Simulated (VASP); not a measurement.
# GaP (F-43m) in VASP: further runs

GaP is run at these levels: PBE; tasks: single point, relaxation of cell and atoms.

Everything below comes from runs of VASP 6.6.1. Logs are shortened: lines on timing, memory, paths and dates and some standing lists are left out, and cuts for length are marked.

**Measured values to compare with.**

“Stacking defects in GaP nanowires: Electronic structure and optical properties”, 2018, arxiv:1810.01194 quotes, for a bulk crystal of GaP at 10 K: band gap 2.34 eV (indirect).

The runs below are set against these values where they give the same quantity.

## (1) The cell of the first run

Symmetry: F-43m, No. 216, cubic system. Conventional cell: a = 5.421 Å, b = 5.421 Å, c = 5.421 Å, α = 90.00°, β = 90.00°, γ = 90.00°. Within 3.1 Å of Ga (site symmetry -43m) lie 4 P at 2.35 Å. Within 3.1 Å of P (site symmetry -43m) lie 4 Ga at 2.35 Å.

## (2) Single point, PBE

Input file INCAR:

```
SYSTEM = GaP
ALGO = Normal
EDIFF = 1E-6
ENCUT = 500
GGA = PE
GGA_COMPAT = .FALSE.
ISIF = 2
ISMEAR = 0
LASPH = .TRUE.
LCHARG = .FALSE.
LREAL = .FALSE.
LWAVE = .FALSE.
NBANDS = 16
NELM = 120
PREC = Accurate
SIGMA = 0.01
```

Input file KPOINTS:

```
k-points
0
G
  7 7 7
  0 0 0
```

Input file POSCAR:

```
GaP
1.0
    0.0000000000      2.7103794317      2.7103794317
    2.7103794317      0.0000000000      2.7103794317
    2.7103794317      2.7103794317      0.0000000000
Ga P
1 1
Direct
    0.0000000000      0.0000000000      0.0000000000
    0.2500000000      0.2500000000      0.2500000000
```

Potentials or basis: VASP PAW PBE potentials, release 64 (Ga_d, P).

Launch:

```bash
cat potpaw_PBE.64/Ga_d/POTCAR potpaw_PBE.64/P/POTCAR > POTCAR
mpirun -np 1 vasp_std > vasp.out
```

OUTCAR:

```text
SYSTEM = GaP
   EDIFF = 1E-6
   ENCUT = 500
   GGA = PE
   ISIF = 2
   ISMEAR = 0
   LASPH = .TRUE.
   LREAL = .FALSE.
   NELM = 120
   PREC = Accurate

 ion  position               nearest neighbor table
   1  0.000  0.000  0.000-   2 2.35   2 2.35   2 2.35   2 2.35
   2  0.250  0.250  0.250-   1 2.35   1 2.35   1 2.35   1 2.35

  LATTYP: Found a face centered cubic cell.
 ALAT       =     5.4207588634

  Lattice vectors:

 A1 = (   0.0000000000,   2.7103794317,   2.7103794317)
 A2 = (   2.7103794317,   0.0000000000,   2.7103794317)
 A3 = (   2.7103794317,   2.7103794317,   0.0000000000)

Analysis of symmetry for initial positions (statically):
=====================================================================
 Subroutine PRICEL returns:
 Original cell was already a primitive cell.

 Routine SETGRP: Setting up the symmetry group for a
 face centered cubic supercell.

 Subroutine GETGRP returns: Found 24 space group operations
 (whereof 24 operations were pure point group operations)
 out of a pool of 48 trial point group operations.

The static configuration has the point symmetry T_d .

Analysis of symmetry for dynamics (positions and initial velocities):
=====================================================================
 Subroutine PRICEL returns:
 Original cell was already a primitive cell.

 Routine SETGRP: Setting up the symmetry group for a
 face centered cubic supercell.

 Subroutine GETGRP returns: Found 24 space group operations
 (whereof 24 operations were pure point group operations)
 out of a pool of 48 trial point group operations.

The dynamic configuration has the point symmetry T_d .

 Subroutine INISYM returns: Found 24 space group operations
 (whereof 24 operations are pure point group operations),
 and found     1 'primitive' translations

----------------------------------------------------------------------------------------

                                     Primitive cell

  volume of cell :      39.8217

  direct lattice vectors                    reciprocal lattice vectors
     0.000000000  2.710379432  2.710379432    -0.184476016  0.184476016  0.184476016
     2.710379432  0.000000000  2.710379432     0.184476016 -0.184476016  0.184476016
     2.710379432  2.710379432  0.000000000     0.184476016  0.184476016 -0.184476016

  length of vectors
     3.833055351  3.833055351  3.833055351     0.319521833  0.319521833  0.319521833

  position of ions in fractional coordinates (direct lattice)
     0.000000000  0.000000000  0.000000000
     0.250000000  0.250000000  0.250000000

  ion indices of the primitive-cell ions
   primitive index   ion index
                 1           1
                 2           2

----------------------------------------------------------------------------------------

 KPOINTS: k-points

Automatic generation of k-mesh.
 Grid dimensions read from file:
 generate k-points for:    7    7    7

 Generating k-lattice:

  Cartesian coordinates                     Fractional coordinates (reciprocal lattice)
    -0.026353717  0.026353717  0.026353717     0.142857143  0.000000000  0.000000000
     0.026353717 -0.026353717  0.026353717     0.000000000  0.142857143  0.000000000
     0.026353717  0.026353717 -0.026353717     0.000000000  0.000000000  0.142857143

  Length of vectors
     0.045645976  0.045645976  0.045645976

  Shift w.r.t. Gamma in fractional coordinates (k-lattice)
     0.000000000  0.000000000  0.000000000

 Subroutine IBZKPT returns following result:
 ===========================================

 Found     20 irreducible k-points:

 Following reciprocal coordinates:
            Coordinates               Weight
  0.000000  0.000000  0.000000      1.000000
  0.142857  0.000000  0.000000      8.000000
  0.285714  0.000000  0.000000      8.000000
  0.428571  0.000000  0.000000      8.000000
  0.142857  0.142857  0.000000      6.000000
  0.285714  0.142857  0.000000     24.000000
[... 12 lines left out ...]
 -0.428571  0.428571  0.142857     24.000000
 -0.285714  0.428571  0.142857     24.000000
   k-points           NKPTS =     20   k-points in BZ     NKDIM =     20   number of bands    NBANDS=     16
   number of dos      NEDOS =    301   number of ions     NIONS =      2
   total plane-waves  NPLWV =  21952
   dimension x,y,z NGX =    28 NGY =   28 NGZ =   28
   dimension x,y,z NGXF=    56 NGYF=   56 NGZF=   56
   ions per type =               1   1
   NGX,Y,Z   is equivalent  to a cutoff of  12.14, 12.14, 12.14 a.u.
   NGXF,Y,Z  is equivalent  to a cutoff of  24.29, 24.29, 24.29 a.u.
 SYSTEM =  GaP
   PREC   = accura    normal or accurate (medium, high low for compatibility)
   ISTART =      0    job   : 0-new  1-cont  2-samecut
   ICHARG =      2    charge: 1-file 2-atom 10-const
   ISPIN  =      1    spin polarized calculation?
   LNONCOLLINEAR =      F non collinear calculations
   LSORBIT =      F    spin-orbit coupling
   LASPH  =      T    aspherical Exc in radial PAW
   ENCUT  =  500.0 eV  36.75 Ry    6.06 a.u.   6.99  6.99  6.99*2*pi/ulx,y,z
   NELM   =    120;   NELMIN=  2; NELMDL= -5     # of ELM steps
   EDIFF  = 0.1E-05   stopping-criterion for ELM
   LREAL  =      F    real-space projection
   EDIFFG = 0.1E-04   stopping-criterion for IOM
   NSW    =      0    number of steps for IOM
   IBRION =     -1    ionic relax: 0-MD 1-quasi-New 2-CG
   NFREE  =      0    steps in history (QN), initial steepest desc. (CG)
   ISIF   =      2    stress and relaxation
   ISYM   =      2    0-nonsym 1-usesym 2-fastsym
   POTIM  = 0.5000    time-step for ionic-motion
   TEBEG  =    0.0;   TEEND  =   0.0 temperature during run
   PSTRESS=    0.0 pullay stress
   NELECT =      18.0000    total number of electrons
   NUPDOWN=      -1.0000    fix difference up-down
   EMIN   =  10.00;   EMAX   =-10.00  energy-range for DOS
   EFERMI =   0.00;   METHOD = LEGACY
   ISMEAR =     0;   SIGMA  =   0.01  broadening in eV -4-tet -1-fermi 0-gaus
   EFERMI_NEDOS =   21; number of points for ismear=-14 and -15
   IALGO  =     38    algorithm
   IMIX   =      4    mixing-type and parameters
     AMIX     =   0.40;   BMIX     =  1.00
     AMIX_MAG =   1.60;   BMIX_MAG =  1.00
  volume/ion in A,a.u.               =      19.91       134.37
  Fermi-wavevector in a.u.,A,eV,Ry     =   1.256393  2.374239 21.477121  1.578524
  Thomas-Fermi vector in A             =   2.390103
   LORBIT       =      0    0 simple, 1 ext, 2 COOP (PROOUT), +10 PAW based schemes
   GGA     = PE    functional components
   LHFCALC =     F    Hartree Fock is set to
   AEXX    =    0.0000 exact exchange contribution
   IVDW    =     0    specifies the selected vdW correction
   LEPSILON=     F    determine dielectric tensor
   LRPA    =     F    only Hartree local field effects (RPA)
 non-spin polarized calculation
 Gauss-broadening in eV      SIGMA  =   0.01
  energy-cutoff  :      500.00
  volume of cell :       39.82
 maximum number of plane-waves:      1019
   NGX = 13   NGY = 13   NGZ = 13

 number of electron      18.0000010 magnetization

 Free energy of the ion-electron system (eV)
  ---------------------------------------------------
  ext. energy  EPLUGINS =         0.00000000
  ---------------------------------------------------
  free energy    TOTEN  =        -9.09904454 eV

  energy without entropy =       -9.09904454  energy(sigma->0) =       -9.09904454

 E-fermi :   4.8811     XC(G=0):  -9.9072

 val. band max:        4.8233803371   @ k =   0.0000   0.0000   0.0000
 cond. band min:       6.3845547169   @ k =   0.4286   0.4286   0.0000
 fundamental gap:      1.5611743798
 Fermi energy:         4.8810582431

 k-point     1 :       0.0000    0.0000    0.0000
  band No.  band energies     occupation
      1      -9.7584      2.00000
      2      -9.7584      2.00000
      3      -9.7584      2.00000
      4      -9.6536      2.00000
      5      -9.6536      2.00000
      6      -7.7935      2.00000
[... 8 lines left out ...]
     15      14.6323      0.00000
     16      14.6323      0.00000

 k-point     2 :       0.1429    0.0000    0.0000
  band No.  band energies     occupation
      1      -9.7773      2.00000
      2      -9.7520      2.00000
      3      -9.7520      2.00000
      4      -9.6536      2.00000
      5      -9.6536      2.00000
      6      -7.5243      2.00000
[... 8 lines left out ...]
     15      13.9029      0.00000
     16      14.7840      0.00000

 k-point     3 :       0.2857    0.0000    0.0000
  band No.  band energies     occupation
      1      -9.8150      2.00000
      2      -9.7400      2.00000
      3      -9.7400      2.00000
      4      -9.6513      2.00000
      5      -9.6513      2.00000
      6      -6.7778      2.00000
[... 8 lines left out ...]
     15      14.0328      0.00000
     16      14.6488      0.00000

 k-point     4 :       0.4286    0.0000    0.0000
  band No.  band energies     occupation
      1      -9.8419      2.00000
      2      -9.7331      2.00000
      3      -9.7331      2.00000
      4      -9.6467      2.00000
      5      -9.6467      2.00000
      6      -5.8645      2.00000
[... 8 lines left out ...]
     15      15.8337      0.00000
     16      15.8337      0.00000
[... 248 lines left out ...]
 k-point    18 :      -0.4286    0.2857    0.1429
  band No.  band energies     occupation
      1      -9.8525      2.00000
      2      -9.7242      2.00000
      3      -9.7099      2.00000
      4      -9.6633      2.00000
      5      -9.6449      2.00000
      6      -5.3169      2.00000
[... 8 lines left out ...]
     15      16.3787      0.00000
     16      18.0479      0.00000

 k-point    19 :      -0.4286    0.4286    0.1429
  band No.  band energies     occupation
      1      -9.8673      2.00000
      2      -9.7091      2.00000
      3      -9.6973      2.00000
      4      -9.6772      2.00000
      5      -9.6380      2.00000
      6      -4.9626      2.00000
[... 8 lines left out ...]
     15      17.2433      0.00000
     16      18.3937      0.00000

 k-point    20 :      -0.2857    0.4286    0.1429
  band No.  band energies     occupation
      1      -9.8615      2.00000
      2      -9.7178      2.00000
      3      -9.6979      2.00000
      4      -9.6693      2.00000
      5      -9.6443      2.00000
      6      -4.7666      2.00000
[... 8 lines left out ...]
     15      16.4148      0.00000
     16      18.9968      0.00000

------------------------ aborting loop because EDIFF is reached ----------------------------------------

  FORCE on cell =-STRESS in cart. coord.  units (eV):
  Direction    XX          YY          ZZ          XY          YZ          ZX
  --------------------------------------------------------------------------------------
  -------------------------------------------------------------------------------------
  Total        0.9706949      0.9706949      0.9706949      0.0000000      0.0000000     -0.0000000
  in kB       39.0546788     39.0546788     39.0546788      0.0000000      0.0000000     -0.0000000
  external PRESSURE =      39.0546788 kB  Pullay stress =       0.0000000 kB

 VOLUME and BASIS-vectors are now :
 -----------------------------------------------------------------------------
  energy-cutoff  :      500.00
  volume of cell :       39.82
      direct lattice vectors                 reciprocal lattice vectors
     0.000000000  2.710379432  2.710379432    -0.184476016  0.184476016  0.184476016
     2.710379432  0.000000000  2.710379432     0.184476016 -0.184476016  0.184476016
     2.710379432  2.710379432  0.000000000     0.184476016  0.184476016 -0.184476016

 POSITION                                       TOTAL-FORCE (eV/Angst)
 -----------------------------------------------------------------------------------
      0.00000      0.00000      0.00000        -0.000000     -0.000000     -0.000000
      1.35519      1.35519      1.35519         0.000000      0.000000      0.000000
 -----------------------------------------------------------------------------------
    total drift:                                0.000001      0.000001      0.000001

  FREE ENERGIE OF THE ION-ELECTRON SYSTEM (eV)
  ---------------------------------------------------
  free  energy   TOTEN  =        -9.0990445352 eV

  energy  without entropy=       -9.0990445352  energy(sigma->0) =       -9.09904454
```

It took 38 s on 1 thread of Intel Xeon 8259CL, shared host; peak memory 0.13 GiB.

Results:

| Quantity | Value |
| --- | --- |
| Free energy | -9.0990 eV |
| Pressure | 3.9 GPa |
| Band gap on the k mesh | 1.56 eV (least direct gap 1.96 eV) |

Caveat: the cell stands under pressure; an odd mesh through Γ misses points on the zone boundary, where band edges can lie.

## (3) Single point, PBE

This run uses another cell than the first one, of 19.51 Å³/atom.

Input file INCAR:

```
SYSTEM = GaP
  PREC = Accurate
  ENCUT = 500
  EDIFF = 1E-6
  ISMEAR = 0
  SIGMA = 0.01
  LREAL = .False.
  LASPH = .True.
  NELM = 120
  ALGO = Normal
  ISIF = 2
  LWAVE = .False.
  LCHARG = .True.
  GGA = PE
  LELF = .True.
  LVHAR = .True.
  NBANDS = 16
  GGA_COMPAT = .False.
```

Input file KPOINTS:

```
regular mesh
0
Gamma
  7 7 7
  0 0 0
```

Input file POSCAR:

```
GaP
1.0
    0.0000000000      2.6918382232      2.6918382232
    2.6918382232      0.0000000000      2.6918382232
    2.6918382232      2.6918382232      0.0000000000
Ga P
1 1
Direct
    0.0000000000      0.0000000000      0.0000000000
    0.2500000000      0.2500000000      0.2500000000
```

Potentials or basis: VASP PAW PBE potentials, release 64 (Ga_d, P).

Launch:

```bash
cat potpaw_PBE.64/Ga_d/POTCAR potpaw_PBE.64/P/POTCAR > POTCAR
mpirun -np 1 vasp_std > vasp.out
```

It took 36 s on 1 thread of Intel Xeon 8259CL, shared host; peak memory 0.13 GiB.

The run converged. Its results:

* Free energy: -9.0738 eV
* Pressure: 5.9 GPa
* Band gap on the k mesh: 1.52 eV (least direct gap 2.14 eV)

Levels at points of the mesh, in eV from the valence-band top:
| k point | band 5 | band 6 | band 7 | band 8 | band 9 | band 10 | band 11 | band 12 | band 13 | band 14 |
| --- | --- | --- | --- | --- | --- | --- | --- | --- | --- | --- |
| (0.00, 0.00, 0.00) | -14.51 | -12.78 | 0.00 | 0.00 | 0.00 | 2.14 | 3.88 | 3.88 | 3.88 | 8.97 |

Caveat: the cell stands under pressure; an odd mesh through Γ misses points on the zone boundary, where band edges can lie.

(Continued in part 2 of 2.)
